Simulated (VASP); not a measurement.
A run of VASP 6.6.1 is set up as follows.

File POSCAR:

```
PbS
1.0
    0.0000000000      3.0953705145      3.0953705145
    3.0953705145      0.0000000000      3.0953705145
    3.0953705145      3.0953705145      0.0000000000
Pb S
1 1
Direct
    0.0000000000      0.0000000000      0.0000000000
    0.5000000000      0.5000000000      0.5000000000
```

File INCAR.step1:

```
SYSTEM = PbS
PREC = Accurate ; ENCUT = 520
ISMEAR = 0 ; SIGMA = 0.01
LREAL = .False. ; LASPH = .True.
NELM = 80 ; NBANDS = 17
GGA = PE ; ALGO = Normal
EDIFF = 1E-4 ; LWAVE = .True.
LCHARG = .False.
```

The input INCAR.step2:

```
SYSTEM = PbS
PREC = Accurate ; ENCUT = 520
EDIFF = 1E-6 ; ISMEAR = 0
SIGMA = 0.01 ; LREAL = .False.
LASPH = .True. ; NELM = 80
ALGO = Normal ; ISIF = 2
LWAVE = .False. ; LCHARG = .False.
METAGGA = R2SCAN ; LMIXTAU = .True.
NBANDS = 17 ; ISTART = 1
```

KPOINTS

```
Automatic mesh
0
Gamma
  8 8 8
  0 0 0
```

Potentials or basis: VASP PAW PBE potentials, release 64 (Pb_d, S).

Command:

```sh
$ cat potpaw_PBE.64/Pb_d/POTCAR potpaw_PBE.64/S/POTCAR > POTCAR
$ cp INCAR.step1 INCAR
$ mpirun -np 1 vasp_std > vasp.out
$ cp INCAR.step2 INCAR
$ mpirun -np 1 vasp_std > vasp.out
```

Problem. Estimate the band gap on the k mesh.

Solution. 1.02 eV.

Problem. Estimate the pressure.

Solution. -4.9 GPa.

Caveat: the cell differs from its parent crystal (strain +3.6%); the cell stands under tension; the PAW data sets were made with another functional, which shifts forces and pressure a little; spin-orbit coupling is left out, which moves the levels of the heavy elements. A k mesh can miss the band edges.
